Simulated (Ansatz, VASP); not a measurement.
## Rh in VASP and in Ansatz

The input INCAR:

```
  PREC = Accurate
  ENCUT = 500
  EDIFF = 1E-6
  ISMEAR = -1
  SIGMA = 0.05
  LREAL = F
  LASPH = T
  NELM = 120
  ALGO = Normal
  ISIF = 2
  LWAVE = F
  LCHARG = F
  GGA = CA
  NBANDS = 14
  GGA_COMPAT = F
```

The input KPOINTS:

```
regular mesh
0
Gamma
  17 17 17
```

Contents of POSCAR:

```
Rh
1.0
    0.0000000000      1.8253834049      1.8253834049
    1.8253834049      0.0000000000      1.8253834049
    1.8253834049      1.8253834049      0.0000000000
Rh
1
Direct
    0.0000000000      0.0000000000      0.0000000000
```

Input for Ansatz:

```yaml
crystal:
  lattice:
    - [0.0, 1.8253834049, 1.8253834049]
    - [1.8253834049, 0.0, 1.8253834049]
    - [1.8253834049, 1.8253834049, 0.0]
  atoms:
    - { symbol: Rh, position: [0.0, 0.0, 0.0] }
kpoints:
  mp_grid: { grid: [17, 17, 17] }
scf:
  occupations: { method: fermi_dirac, width: 0.05 }
hamiltonian:
  xc: lda
  pseudopotentials: { kind: paw }
output:
  forces: true
  stress: true
  eigenvalues: true
  populations: true
```

Change from the starting cell: volume scaled by 0.92, PAW files.

Alike in both runs: task single point; functional LDA; k mesh 17 × 17 × 17; occupations fermi-dirac, width 0.05 eV; no spin polarisation.

|  | VASP | Ansatz |
| --- | --- | --- |
| version | VASP 6.6.1 | Ansatz 0.2.0 |
| potentials or method | VASP PAW LDA potentials, release 64 (Rh_pv) | PAW with Ansatz's default frozen-core files, scalar-relativistic |
| plane-wave cutoff (eV) | 500 | 420 |
| valence electrons in the cell | 15 | 17 |

VASP gave:

```
pressure (GPa) : 34.0
```

Q: Estimate Ansatz's values.

A: Pressure (GPa): 32.7.

LDA's correlation is that of Perdew and Zunger in VASP and of Perdew and Wang (1992) in Ansatz. Both programs put the cell under a high pressure, so it lies far from rest at this level. VASP's potentials hold 15 valence electrons a cell and Ansatz's 17, so a difference there can come from the potentials and not from the codes.
